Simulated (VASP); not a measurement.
Set up this calculation in VASP 6.6.1, as the native input.

```
Task                   : relaxation of cell and atoms
Functional             : LDA
Potentials or basis    : VASP PAW LDA potentials, release 64 (Ba_sv, S)
Cutoff                 : 600 eV
k mesh                 : 6 × 6 × 6
Occupations            : fermi-dirac, width 0.02 eV
Spin                   : no spin polarisation
Dipole correction      : no
Further INCAR settings : ALGO = Normal; EDIFF = 1e-07; IBRION = 2; EDIFFG = -0.005; NSW = 80; ISIF = 3
```

The structure of BaS lies in POSCAR:

```
BaS
1.0
    3.8414027865      0.0000000000      0.0000000000
    0.0000000000      3.8414027865      0.0000000000
    0.0000000000      0.0000000000      3.8414027865
Ba S
1 1
Direct
    0.0000000000      0.0000000000      0.0000000000
    0.5000000000      0.5000000000      0.5000000000
```

The input as run:

INCAR

```
PREC = Accurate
ENCUT = 600
EDIFF = 1E-7
ISMEAR = -1
SIGMA = 0.02
LREAL = F
LASPH = T
NELM = 60
ALGO = Normal
ISIF = 3
LWAVE = F
LCHARG = F
IBRION = 2
NSW = 80
EDIFFG = -0.005
```

KPOINTS

```
regular mesh
0
Gamma
  6 6 6
```

Potentials or basis: VASP PAW LDA potentials, release 64 (Ba_sv, S).

The run is started by

```bash
$ cat potpaw_LDA.64/Ba_sv/POTCAR potpaw_LDA.64/S/POTCAR > POTCAR
$ mpirun -np 1 vasp_std > vasp.out
```

Results of the run:

- Relaxed volume: 26.59 Å³/atom
- Relaxed cell: a = 3.760 Å, b = 3.760 Å, c = 3.760 Å, α = 90.00°, β = 90.00°, γ = 90.00°
- Space group after relaxing (to 0.1 Å): Pm-3m (No. 221)
- Energy gained by relaxing: 18.1 meV/atom
- Ionic steps: 3
- Pressure after relaxing: 0.0 GPa
- Band gap on the k mesh: 1.13 eV (least direct gap 1.21 eV)

Caveat: spin-orbit coupling is left out, which moves the levels of the heavy elements.

It took 39 s on 1 thread of Intel Xeon 8259CL, with other jobs on the host, peak memory 0.18 GiB.
